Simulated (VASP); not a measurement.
# SiB6 in VASP: notebook, part 2 of 2

VASP 6.6.1. Earlier steps stand in the parts before.

## (3) Single point, LDA

This run uses another cell than the first one, of 10.06 Å³/atom.

Input file INCAR:

```
ALGO = Normal
EDIFF = 1E-7
ENCUT = 520
ISIF = 2
ISMEAR = 0
LASPH = T
LCHARG = F
LREAL = F
LWAVE = F
NBANDS = 20
NELM = 60
PREC = Accurate
SIGMA = 0.02
```

Input file KPOINTS:

```
k-points
0
Gamma
  8 8 8
```

Input file POSCAR:

```
SiB6
1.0
    4.1300000000      0.0000000000      0.0000000000
    0.0000000000      4.1300000000      0.0000000000
    0.0000000000      0.0000000000      4.1300000000
Si B
1 6
Direct
    0.0000000000      0.0000000000      0.0000000000
    0.5000000000      0.5000000000      0.7900000000
    0.5000000000      0.5000000000      0.2100000000
    0.5000000000      0.7900000000      0.5000000000
    0.7900000000      0.5000000000      0.5000000000
    0.5000000000      0.2100000000      0.5000000000
    0.2100000000      0.5000000000      0.5000000000
```

Potentials or basis: VASP PAW LDA potentials, release 64 (Si, B).

Run with:

```console
> cat potpaw_LDA.64/Si/POTCAR potpaw_LDA.64/B/POTCAR > POTCAR
> mpirun -np 1 vasp_std > vasp.out
```

Run time: 50 s. Hardware: 1 thread of Intel Xeon 8259CL, shared host; peak memory 0.17 GiB.

Results (log left out):

| Quantity | Value |
| --- | --- |
| Free energy | -47.0936 eV |
| Pressure | -1.7 GPa |
| Largest force | 2.392 eV/Å |
| Band gap on the k mesh | 0.46 eV (least direct gap 1.39 eV) |

Forces on the atoms (eV/Å):
```
Si   0.000  0.000  0.000
B    0.000  0.000  2.392
B    0.000  0.000 -2.392
B    0.000  2.392  0.000
B    2.392  0.000  0.000
B    0.000 -2.392  0.000
B   -2.392  0.000  0.000
```

Levels at points of the mesh, in eV from the valence-band top:
```csv
k point,band 7,band 8,band 9,band 10,band 11,band 12,band 13,band 14,band 15,band 16
"(0.00, 0.00, 0.00)",-4.33,-3.08,-0.19,-0.19,-0.19,1.50,1.50,1.50,3.65,3.65
"(0.50, 0.00, 0.00)",-3.98,-2.96,-2.96,-1.27,0.00,1.38,2.16,2.70,2.70,4.99
"(0.50, 0.50, 0.00)",-2.23,-2.23,-1.76,-1.06,-1.06,0.46,0.46,0.70,6.49,6.49
"(0.50, 0.50, 0.50)",-5.20,-5.20,-0.80,-0.80,-0.80,3.26,3.26,3.26,5.26,9.03
```

Caveat: forces of over 1 eV/Å act on the atoms, so gaps and moduli don't describe the material at rest.

## (4) Single point, LDA

This run uses another cell than the first one, of 10.37 Å³/atom.

Input file INCAR:

```
PREC = Accurate ; ENCUT = 520
EDIFF = 1E-6 ; ISMEAR = 0
SIGMA = 0.02 ; LREAL = F
LASPH = T ; NELM = 80
ALGO = Normal ; ISIF = 2
LWAVE = F ; LCHARG = T
GGA = CA ; LELF = T
LVHAR = T ; NBANDS = 20
```

Input file KPOINTS:

```
regular mesh
0
Gamma
  8 8 8
```

POSCAR: that of step 3 with these lines changed.

```diff
@@ -2,5 +2,5 @@
 1.0
-    4.1300000000      0.0000000000      0.0000000000
-    0.0000000000      4.1300000000      0.0000000000
-    0.0000000000      0.0000000000      4.1300000000
+    4.1708937486      0.0000000000      0.0000000000
+    0.0000000000      4.1708937486      0.0000000000
+    0.0000000000      0.0000000000      4.1708937486
 Si B
```

Run with:

```console
> cat potpaw_LDA.64/Si/POTCAR potpaw_LDA.64/B/POTCAR > POTCAR
> mpirun -np 1 vasp_std > vasp.out
```

Run time: 66 s. Hardware: 1 thread of Intel Xeon 8259CL, shared host; peak memory 0.17 GiB.

It converged, with:

| Property | Result |
| --- | --- |
| Free energy | -47.0428 eV |
| Pressure | -6.1 GPa |
| Largest force | 2.100 eV/Å |
| Band gap on the k mesh | 0.40 eV (least direct gap 1.42 eV) |

Forces on the atoms (eV/Å):
```
Si   0.000  0.000  0.000
B    0.000  0.000  2.100
B    0.000  0.000 -2.100
B    0.000  2.100  0.000
B    2.100  0.000  0.000
B    0.000 -2.100  0.000
B   -2.100  0.000  0.000
```

Levels at points of the mesh, in eV from the valence-band top:
```
           k point  band 8  band 9  band 10  band 11  band 12  band 13  band 14  band 15
(0.00, 0.00, 0.00)   -3.17   -0.18    -0.18    -0.18     1.39     1.39     1.39     3.60
(0.50, 0.00, 0.00)   -2.88   -2.88    -1.26     0.00     1.42     2.03     2.58     2.58
(0.50, 0.50, 0.00)   -2.17   -1.80    -1.05    -1.05     0.40     0.40     0.64     6.33
(0.50, 0.50, 0.50)   -5.06   -0.80    -0.80    -0.80     3.12     3.12     3.12     5.16
```

Caveat: the cell stands under tension; forces of over 1 eV/Å act on the atoms, so gaps and moduli don't describe the material at rest. A k mesh can miss the band edges.

## (5) Single point, LDA

This run uses another cell than the first one, of 10.06 Å³/atom.

Input file INCAR:

```
PREC     = Accurate       # precision mode
ENCUT    = 520            # plane-wave cutoff, eV
EDIFF    = 1E-6           # SCF threshold, eV
ISMEAR   = 0              # smearing method
SIGMA    = 0.02           # smearing width, eV
LREAL    = F              # projectors in reciprocal space
LASPH    = T              # aspherical terms in the spheres
NELM     = 80             # most SCF steps
ALGO     = Normal         # electronic algorithm
ISIF     = 2              # what is computed and relaxed
LWAVE    = F              # write WAVECAR
LCHARG   = F              # write CHGCAR
NBANDS   = 20             # bands
```

Input file KPOINTS:

```
Automatic mesh
0
Gamma
  8 8 8
```

Input file POSCAR:

```
SiB6
1.0
    4.1300000000      0.0000000000      0.0000000000
    0.0000000000      4.1300000000      0.0000000000
    0.0000000000      0.0000000000      4.1300000000
Si B
1 6
Direct
    0.0000000000      0.0000000000      0.0242130751
    0.5000000000      0.5000000000      0.7900000000
    0.5000000000      0.5000000000      0.2100000000
    0.5000000000      0.7900000000      0.5000000000
    0.7900000000      0.5000000000      0.5000000000
    0.5000000000      0.2100000000      0.5000000000
    0.2100000000      0.5000000000      0.5000000000
```

Potentials or basis: VASP PAW LDA potentials, release 64 (Si, B).

Run with:

```console
> cat potpaw_LDA.64/Si/POTCAR potpaw_LDA.64/B/POTCAR > POTCAR
> mpirun -np 1 vasp_std > vasp.out
```

OUTCAR:

```text
PREC = Accurate
   ENCUT = 520
   EDIFF = 1E-6
   ISMEAR = 0
   LREAL = F
   LASPH = T
   NELM = 80
   ISIF = 2

 ion  position               nearest neighbor table
   1  0.000  0.000  0.024-
   2  0.500  0.500  0.790-   4 1.69   5 1.69   6 1.69   7 1.69   3 1.73
   3  0.500  0.500  0.210-   4 1.69   5 1.69   6 1.69   7 1.69   2 1.73
   4  0.500  0.790  0.500-   2 1.69   3 1.69   5 1.69   7 1.69   6 1.73
   5  0.790  0.500  0.500-   2 1.69   3 1.69   4 1.69   6 1.69   7 1.73
   6  0.500  0.210  0.500-   2 1.69   3 1.69   5 1.69   7 1.69   4 1.73
   7  0.210  0.500  0.500-   2 1.69   3 1.69   4 1.69   6 1.69   5 1.73
[... 762 lines left out ...]
  Total       -0.7642524     -0.7642524     -0.6756884      0.0000000      0.0000000      0.0000000
  in kB      -17.3819007    -17.3819007    -15.3676305      0.0000000      0.0000000      0.0000000
  external PRESSURE =     -16.7104773 kB  Pullay stress =       0.0000000 kB

 VOLUME and BASIS-vectors are now :
 -----------------------------------------------------------------------------
  energy-cutoff  :      520.00
  volume of cell :       70.44
      direct lattice vectors                 reciprocal lattice vectors
     4.130000000  0.000000000  0.000000000     0.242130751  0.000000000  0.000000000
     0.000000000  4.130000000  0.000000000     0.000000000  0.242130751  0.000000000
     0.000000000  0.000000000  4.130000000     0.000000000  0.000000000  0.242130751

 POSITION                                       TOTAL-FORCE (eV/Angst)
 -----------------------------------------------------------------------------------
      0.00000      0.00000      0.10000        -0.000000      0.000000      0.412093
      2.06500      2.06500      3.26270        -0.000000      0.000000      2.306086
      2.06500      2.06500      0.86730        -0.000000      0.000000     -2.495117
      2.06500      3.26270      2.06500        -0.000000      2.386171     -0.055765
      3.26270      2.06500      2.06500         2.386171      0.000000     -0.055765
      2.06500      0.86730      2.06500        -0.000000     -2.386171     -0.055765
      0.86730      2.06500      2.06500        -2.386171      0.000000     -0.055765
 -----------------------------------------------------------------------------------
    total drift:                               -0.000000     -0.000000      0.000038

  FREE ENERGIE OF THE ION-ELECTRON SYSTEM (eV)
  ---------------------------------------------------
  free  energy   TOTEN  =       -47.1145457977 eV

  energy  without entropy=      -47.1145457977  energy(sigma->0) =      -47.11454580
```

Run time: 93 s. Hardware: 1 thread of Intel Xeon 8259CL, shared host; peak memory 0.2 GiB.

What came out:

```
Free energy            : -47.1145 eV
Pressure               : -1.7 GPa
Largest force          : 2.495 eV/Å
Band gap on the k mesh : 0.46 eV (least direct gap 1.30 eV)
```

Forces on the atoms (eV/Å):
```
Si   0.000  0.000  0.412
B    0.000  0.000  2.306
B    0.000  0.000 -2.495
B    0.000  2.386 -0.056
B    2.386  0.000 -0.056
B    0.000 -2.386 -0.056
B   -2.386  0.000 -0.056
```

Caveat: forces of over 1 eV/Å act on the atoms, so gaps and moduli don't describe the material at rest. A k mesh can miss the band edges.

## (6) Summary

| cell | gap on the mesh (eV) | pressure (GPa) | largest force (eV/Å) |
| --- | --- | --- | --- |
| a = 4.088 Å, 7 atoms, atomic positions A | 0.53 | 3.3 | 2.71 |
| a = 4.130 Å, 7 atoms, atomic positions A | 0.46 | -1.7 | 2.39 |
| a = 4.171 Å, 7 atoms, atomic positions A | 0.40 | -6.1 | 2.10 |
| a = 4.130 Å, 7 atoms, atomic positions B | 0.46 | -1.7 | 2.50 |

Alike in all rows: task single point; level LDA; potentials or basis VASP PAW LDA potentials, release 64 (Si, B); no spin polarisation; k mesh 8 × 8 × 8; cutoff (eV) 520; smearing gaussian 0.02 eV.

Caveats: forces of over 1 eV/Å act on the atoms, so gaps and moduli don't describe the material at rest; the cell stands under pressure (at least some runs); the cell stands under tension (at least some runs).

Total energies depend on the potentials used, so only differences within one code and one set of settings carry meaning.
